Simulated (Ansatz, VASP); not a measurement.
## Na2AgAsF6 in VASP and in Ansatz

```xyz
10
Lattice="0.0000 4.2548 4.2855 4.2548 0.0000 4.2855 4.2548 4.2548 0.0000" Properties=species:S:1:pos:R:3 pbc="T T T"
Na    6.3822    6.3822    6.4283
Na    2.1274    2.1274    2.1428
Ag    4.2548    4.2548    4.2855
As    0.0000    0.0000    0.0000
F     1.8947    5.0654    4.2855
F     4.2548    4.2548    2.0290
F     6.6150    3.4442    4.2855
F     3.4442    1.8947    4.2855
F     5.0654    6.6150    4.2855
F     4.2548    4.2548    6.5421
```

Alike in both runs: functional PBE; dispersion D3(BJ); k mesh 6 × 6 × 6; occupations gaussian, width 0.05 eV; no spin polarisation.

Ansatz relaxed the structure, and its values are those at the end. VASP's run is a single point on that final structure, the one shown.

|  | VASP | Ansatz |
| --- | --- | --- |
| version | VASP 6.6.1 | Ansatz 0.2.0 |
| potentials or method | VASP PAW PBE potentials, release 64 (Na_pv, Ag, As, F), cutoff 520 eV | scalar-relativistic, plane waves, PAW |
| valence electrons in the cell | 72 | 94 |

Ansatz gave:

```
gap on the k mesh at the Fermi level (eV) : 2.28
least direct gap on the mesh (eV)         : 3.14
pressure (GPa)                            : 0.0
rms of the force components (eV/Å)        : 0.001
```

Task: Estimate VASP's values.

Result: gap on the k mesh at the Fermi level (eV): 2.26; least direct gap on the mesh (eV): 3.13; pressure (GPa): -0.3; rms of the force components (eV/Å): 0.009.

VASP's potentials hold 72 valence electrons a cell and Ansatz's 94, so a difference there can come from the potentials and not from the codes.
